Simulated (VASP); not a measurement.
Set up this calculation in VASP 6.6.1, as the native input.

```yaml
Task: relaxation of cell and atoms
Functional: LDA
Potentials_or_basis: VASP PAW LDA potentials, release 64 (Co_sv)
Cutoff: 690 eV
k_mesh: 16 × 16 × 16
Occupations: fermi-dirac, width 0.05 eV
Spin: collinear spin, ferromagnetic start
Starting_moments: "[1.7] μB"
Dipole_correction: no
Further_INCAR_settings: ALGO = Normal; EDIFF = 1e-07; IBRION = 2; EDIFFG = -0.01; NSW = 80; ISIF = 3
```

The structure of Co lies in POSCAR:

```
Co
1.0
   -1.4041371717      1.4041371717      1.4041371717
    1.4041371717     -1.4041371717      1.4041371717
    1.4041371717      1.4041371717     -1.4041371717
Co
1
Direct
    0.0000000000      0.0000000000      0.0000000000
```

This isn't the form of Co at room conditions, which is hcp.

The input as run:

INCAR

```
  PREC = Accurate
  ENCUT = 690
  EDIFF = 1E-7
  ISMEAR = -1
  SIGMA = 0.05
  LREAL = False
  LASPH = True
  NELM = 200
  ALGO = Normal
  ISIF = 3
  LWAVE = False
  LCHARG = False
  ISPIN = 2
  MAGMOM = 1.7
  LORBIT = 11
  LMAXMIX = 4
  IBRION = 2
  NSW = 80
  EDIFFG = -0.01
  GGA_COMPAT = False
  NELMIN = 4
```

KPOINTS

```
regular mesh
0
Gamma
  16 16 16
```

Potentials or basis: VASP PAW LDA potentials, release 64 (Co_sv).

Command:

```bash
$ cat potpaw_LDA.64/Co_sv/POTCAR > POTCAR
$ mpirun -np 1 vasp_std > vasp.out
```

Results of the run:

- Relaxed volume: 10.18 Å³/atom
- Relaxed cell: a = 2.365 Å, b = 2.365 Å, c = 2.365 Å, α = 109.47°, β = 109.47°, γ = 109.47°
- Space group after relaxing (to 0.1 Å): Im-3m (No. 229)
- Energy gained by relaxing: 56.5 meV/atom
- Ionic steps: 4
- Pressure after relaxing: -0.1 GPa
- Net moment: 1.62 μB per cell
- Site moments: Co +1.64 μB
- Valence electrons inside the program's atomic spheres: Co 15.12

Run time: 92 s on 1 thread of Intel(R) Xeon(R) Platinum 8559C (Emerald Rapids), with other jobs on the host, peak memory 0.17 GiB.
